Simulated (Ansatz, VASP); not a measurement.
**Two plane-wave programs on SnO2**

```
Sn O
1.0
     0.00000   -3.86209    0.00000
     3.86209    0.00000    0.00000
    -1.93105    1.93105    4.94686
Sn O
2 4
Direct
  0.75000 0.25000 0.50000
  0.00000 0.00000 0.00000
  0.79652 0.79652 0.59305
  0.95348 0.45348 0.90695
  0.20348 0.20348 0.40695
  0.54652 0.04652 0.09305
```

Alike in both runs: task single point; functional PBE; k mesh 8 × 8 × 8; occupations gaussian, width 0.05 eV; no spin polarisation.

|  | VASP | Ansatz |
| --- | --- | --- |
| version | VASP 6.6.1 | Ansatz 0.2.0 |
| potentials or method | VASP PAW PBE potentials, release 64 (Sn_d, O), cutoff 520 eV | scalar-relativistic, plane waves, PAW |
| valence electrons in the cell | 52 | 52 |

```tsv
	VASP	Ansatz	Ansatz less VASP
gap on the k mesh at the Fermi level (eV)	2.81	2.81	+0.008
rms of the force components (eV/Å)	0.389	0.373	-0.0168
```

Atom by atom the forces differ by 0.017 eV/Å (rms over components).
